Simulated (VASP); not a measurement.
Here is a VASP 6.6.1 calculation.

The input INCAR:

```
SYSTEM = MoH3
  ALGO = Normal
  EDIFF = 1E-6
  ENCUT = 520
  GGA = PE
  ISIF = 2
  ISMEAR = 0
  LASPH = .TRUE.
  LCHARG = .FALSE.
  LREAL = .FALSE.
  LWAVE = .FALSE.
  NBANDS = 16
  NELM = 60
  PREC = Accurate
  SIGMA = 0.1
```

File KPOINTS:

```
k-points
0
G
  6 6 4
  0 0 0
```

Contents of POSCAR:

```
MoH3
1.0
    2.9409737648      0.0000000000      0.0000000000
   -1.4704868824      2.5469579922      0.0000000000
    0.0000000000      0.0000000000      3.7722474091
H Mo
3 1
Direct
    0.3333333333      0.6666666667      0.7791658215
    0.6666666667      0.3333333333      0.2208341785
    0.0000000000      0.0000000000      0.5000000000
    0.0000000000      0.0000000000      0.0000000000
```

Potentials or basis: VASP PAW PBE potentials, release 64 (H, Mo_sv).

Run with:

```bash
$ cat potpaw_PBE.64/H/POTCAR potpaw_PBE.64/Mo_sv/POTCAR > POTCAR
$ mpirun -np 1 vasp_std > vasp.out
```

Question: Estimate the band gap on the k mesh.

Answer: Zero (an odd number of electrons rules out a gap without spin polarisation).

Question: Estimate the pressure.

Answer: 0.0 GPa.

Stress tensor (GPa, compression positive):
```
-0.01  0.00  0.00
 0.00 -0.01  0.00
 0.00  0.00  0.12
```

Caveat: the k points lie up to 0.42 Å⁻¹ apart, too coarse for converged energies and pressures of a metal; an odd number of electrons without spin polarisation forces a metal; a magnetic or distorted state may lie lower.
